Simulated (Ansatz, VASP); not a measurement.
**One calculation of AlN, two programs**

File POSCAR:

```
AlN
1.0
    0.0000000000      2.1839935596      2.1839935596
    2.1839935596      0.0000000000      2.1839935596
    2.1839935596      2.1839935596      0.0000000000
Al N
1 1
Direct
    0.0066088825      0.0066088825      0.0066088825
    0.7500000000      0.7500000000      0.7500000000
```

File INCAR.step1:

```
SYSTEM = AlN
PREC = Accurate ; ENCUT = 520
ISMEAR = 0 ; SIGMA = 0.05
LREAL = .FALSE. ; LASPH = .TRUE.
NELM = 60 ; NBANDS = 11
GGA = PE ; ALGO = Normal
EDIFF = 1E-4 ; LWAVE = .TRUE.
LCHARG = .FALSE.
```

File INCAR.step2:

```
SYSTEM = AlN
PREC = Accurate ; ENCUT = 520
EDIFF = 1E-6 ; ISMEAR = 0
SIGMA = 0.05 ; LREAL = .FALSE.
LASPH = .TRUE. ; NELM = 60
ALGO = Normal ; ISIF = 2
LWAVE = .FALSE. ; LCHARG = .FALSE.
METAGGA = R2SCAN ; LMIXTAU = .TRUE.
NBANDS = 11 ; ISTART = 1
```

Contents of KPOINTS:

```
Automatic mesh
0
G
  10 10 10
  0 0 0
```

Input for Ansatz:

```yaml
crystal:
  lattice:
    - [0.0, 2.1839935596, 2.1839935596]
    - [2.1839935596, 0.0, 2.1839935596]
    - [2.1839935596, 2.1839935596, 0.0]
  atoms:
    - { symbol: Al, position: [0.0066088825, 0.0066088825, 0.0066088825] }
    - { symbol: "N", position: [0.75, 0.75, 0.75] }
basis:
  ecutwfc: 500
kpoints:
  mp_grid: { grid: [10, 10, 10] }
hamiltonian:
  xc: r2scan
scf:
  occupations: { method: gaussian, width: 0.05 }
output:
  forces: true
  stress: true
  eigenvalues: true
```

Change from the starting cell: all Al atoms moved +0.050 Å, as atom 1 along Cartesian [1 1 1].

Alike in both runs: task single point; functional r2SCAN; k mesh 10 × 10 × 10; occupations gaussian, width 0.05 eV; no spin polarisation.

```csv
,VASP,Ansatz
version,VASP 6.6.1,Ansatz 0.2.0
potentials or method,"VASP PAW PBE potentials, release 64 (Al, N), cutoff 520 eV","scalar-relativistic, plane waves, PAW"
valence electrons in the cell,8,8
```

Ansatz gave:

| Item | Value |
| --- | --- |
| gap on the k mesh at the Fermi level (eV) | 3.79 |
| least direct gap on the mesh (eV) | 4.69 |
| pressure (GPa) | 0.6 |
| traceless stress, the component that is largest in VASP (GPa) | -1.69 |
| rms of the force components (eV/Å) | 0.384 |

**Question.** Estimate VASP's values.

**Answer.** gap on the k mesh at the Fermi level (eV): 3.78; least direct gap on the mesh (eV): 4.73; pressure (GPa): 0.1; traceless stress, the component that is largest in VASP (GPa): -1.73; rms of the force components (eV/Å): 0.388.

VASP's potentials were made for PBE, not for r2SCAN. Atom by atom the forces differ by 0.004 eV/Å (rms over components).
